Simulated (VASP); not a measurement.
Here is a VASP 6.6.1 calculation.

File INCAR:

```
PREC     = Accurate       # precision mode
ENCUT    = 520            # plane-wave cutoff, eV
EDIFF    = 1E-6           # SCF threshold, eV
ISMEAR   = -1             # smearing method
SIGMA    = 0.1            # smearing width, eV
LREAL    = False          # projectors in reciprocal space
LASPH    = True           # aspherical terms in the spheres
NELM     = 60             # most SCF steps
ALGO     = Normal         # electronic algorithm
ISIF     = 2              # what is computed and relaxed
LWAVE    = False          # write WAVECAR
LCHARG   = False          # write CHGCAR
GGA      = RP             # functional
NBANDS   = 28             # bands
```

KPOINTS

```
regular mesh
0
Gamma
  9 9 14
```

POSCAR

```
Mo
1.0
    4.4950220006      0.0000000000      0.0000000000
   -2.2475110003      3.8928032431      0.0000000000
    0.0000000000      0.0000000000      2.4677992335
Mo
3
Direct
    0.0000000000      1.0000000000      0.0000000000
    0.3333333333      0.6666666667      0.5000000000
    0.6666666667      0.3333333333      0.5000000000
```

Potentials or basis: VASP PAW PBE potentials, release 64 (Mo_sv).

The run is started by

```bash
$ cat potpaw_PBE.64/Mo_sv/POTCAR > POTCAR
$ mpirun -np 1 vasp_std > vasp.out
```

Problem. What does it give for the pressure?

Solution. 38.7 GPa.

Problem. What does it give for the band gap on the k mesh?

Solution. Zero (bands 21 and 22 overlap by 1.62 eV).

Stress tensor (GPa, compression positive):
```
37.48  0.00  0.00
 0.00 37.48  0.00
 0.00  0.00 41.20
```

Caveat: the cell stands under pressure; the PAW data sets were made with another functional, which shifts forces and pressure a little.
